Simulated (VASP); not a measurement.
A run of VASP 6.6.1 is set up as follows.

INCAR

```
PREC     = Accurate       # precision mode
ENCUT    = 600            # plane-wave cutoff, eV
EDIFF    = 1E-6           # SCF threshold, eV
ISMEAR   = 0              # smearing method
SIGMA    = 0.01           # smearing width, eV
LREAL    = F              # projectors in reciprocal space
LASPH    = T              # aspherical terms in the spheres
NELM     = 60             # most SCF steps
ALGO     = Normal         # electronic algorithm
ISIF     = 3              # what is computed and relaxed
LWAVE    = F              # write WAVECAR
LCHARG   = F              # write CHGCAR
IBRION   = 2              # ionic algorithm
NSW      = 80             # ionic steps
EDIFFG   = -0.002         # ionic threshold
```

File KPOINTS:

```
regular mesh
0
Gamma
  8 8 2
```

Contents of POSCAR:

```
SiC
1.0
    1.5389000000     -2.6675000000      0.0000000000
    1.5389000000      2.6675000000      0.0000000000
    0.0000000000      0.0000000000     15.1219000000
Si C
6 6
Direct
    0.1673000000      0.8327000000      0.8580000000
    0.8327000000      0.1673000000      0.3580000000
    0.5007000000      0.4993000000      0.5241000000
    0.4993000000      0.5007000000      0.0241000000
    0.8357000000      0.1643000000      0.6912400000
    0.1643000000      0.8357000000      0.1912400000
    0.4960000000      0.5040000000      0.6503000000
    0.5040000000      0.4960000000      0.1503000000
    0.1600000000      0.8400000000      0.9817000000
    0.8400000000      0.1600000000      0.4817000000
    0.8290000000      0.1710000000      0.8168000000
    0.1710000000      0.8290000000      0.3168000000
```

Potentials or basis: VASP PAW LDA potentials, release 64 (Si, C).

Command:

```sh
$ cat potpaw_LDA.64/Si/POTCAR potpaw_LDA.64/C/POTCAR > POTCAR
$ mpirun -np 1 vasp_std > vasp.out
```

Problem. Predict the relaxed volume.

Solution. 10.15 Å³/atom.

Problem. Predict the relaxed cell.

Solution. a = 3.060 Å, b = 3.060 Å, c = 15.016 Å, α = 90.00°, β = 90.00°, γ = 120.00°.

Problem. What does it give for the band gap on the k mesh?

Solution. 1.97 eV, indirect (least direct gap 3.07 eV).

Problem. Estimate the space group after relaxing (to 0.05 Å).

Solution. P6_3mc (No. 186).

The path:
| step | energy change (eV) | largest force (eV/Å) | pressure (GPa) | volume (Å³) |
| --- | --- | --- | --- | --- |
| 1 | 0.0000 | 0.7132 | -4.07 | 124.15 |
| 2 | -0.0037 | 0.7830 | 4.73 | 119.48 |
| 3 | -0.0922 | 0.1508 | 0.13 | 121.72 |
| 4 | -0.0922 | 0.1549 | 0.22 | 121.68 |
| 5 | -0.0966 | 0.0654 | 0.11 | 121.73 |
| 6 | -0.0966 | 0.0648 | 0.12 | 121.73 |
| 7 | -0.0969 | 0.0467 | -0.11 | 121.85 |
| 8 | -0.0970 | 0.0340 | -0.05 | 121.82 |
| 9 | -0.0972 | 0.0364 | -0.03 | 121.81 |
| 10 | -0.0975 | 0.0462 | 0.01 | 121.79 |
| 11 | -0.0977 | 0.0216 | 0.01 | 121.78 |
| 12 | -0.0978 | 0.0290 | 0.02 | 121.78 |
| 13 | -0.0978 | 0.0232 | 0.00 | 121.79 |
| 14 | -0.0979 | 0.0195 | -0.02 | 121.80 |
| 15 | -0.0979 | 0.0176 | 0.00 | 121.79 |
| 16 | -0.0980 | 0.0267 | 0.02 | 121.78 |
| 17 | -0.0980 | 0.0189 | 0.01 | 121.78 |
| 18 | -0.0981 | 0.0041 | 0.01 | 121.78 |
| 19 | -0.0981 | 0.0046 | 0.01 | 121.78 |
| 20 | -0.0981 | 0.0047 | 0.01 | 121.78 |
| 21 | -0.0981 | 0.0014 | 0.00 | 121.79 |

A k mesh can miss the band edges. LDA gaps usually lie below the measured ones, often by a third to a half.
